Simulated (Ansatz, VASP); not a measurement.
# Two plane-wave programs on P

The input INCAR:

```
PREC     = Accurate       # precision mode
ENCUT    = 600            # plane-wave cutoff, eV
EDIFF    = 1E-6           # SCF threshold, eV
ISMEAR   = 0              # smearing method
SIGMA    = 0.1            # smearing width, eV
LREAL    = False          # projectors in reciprocal space
LASPH    = True           # aspherical terms in the spheres
NELM     = 80             # most SCF steps
ALGO     = Normal         # electronic algorithm
ISIF     = 3              # what is computed and relaxed
LWAVE    = False          # write WAVECAR
LCHARG   = False          # write CHGCAR
GGA      = PE             # functional
IBRION   = 2              # ionic algorithm
NSW      = 90             # ionic steps
EDIFFG   = -0.04          # ionic threshold
```

Contents of KPOINTS:

```
Automatic mesh
0
Gamma
  8 6 6
```

The input POSCAR:

```
P
1.0
    2.0395533000      0.0000000000      0.0000000000
    0.0000000000      3.0626286600      0.0000000000
    0.0000000000      0.0000000000      3.3571225300
P
1
Direct
    0.0000000000      0.0000000000      0.0000000000
```

Input for Ansatz:

```yaml
crystal:
  lattice:
    - [2.0395533, 0.0, 0.0]
    - [0.0, 3.06262866, 0.0]
    - [0.0, 0.0, 3.35712253]
  atoms:
    - { symbol: P, position: [0.0, 0.0, 0.0] }
basis:
  ecutwfc: 420
kpoints:
  mp_grid: { grid: [8, 6, 6] }
hamiltonian:
  xc: pbe
scf:
  occupations: { method: gaussian, width: 0.1 }
  lower_state_search: "off"
output:
  forces: true
  stress: true
  eigenvalues: true
relax:
  adjacent_minimum: "off"
  f_tol: 0.04
  max_steps: 70
  cell: { stress_tol: 0.4 }
```

Alike in both runs: task relaxation of cell and atoms; functional PBE; k mesh 8 × 6 × 6; occupations gaussian, width 0.1 eV; no spin polarisation.

|  | VASP | Ansatz |
| --- | --- | --- |
| version | VASP 6.6.1 | Ansatz 0.2.0 |
| potentials or method | VASP PAW PBE potentials, release 64 (P), cutoff 600 eV | scalar-relativistic, plane waves, PAW |
| valence electrons in the cell | 5 | 5 |

```csv
,VASP,Ansatz,Ansatz less VASP
"gap on the k mesh at the Fermi level, each at its own relaxed structure (eV)",none,none,-
relaxed volume (Å³/atom),14.66,14.70,+0.034
relaxed cell length with the largest relative difference (Å),2.488,2.491,+0.0031
```

A gap of «none» marks a metal or a gap that the smearing closes.

The k mesh is coarse, so the values compare programs but aren't converged. Noted on VASP's run: the volume moved by over 15 % at a fixed basis, so the end points are rough.
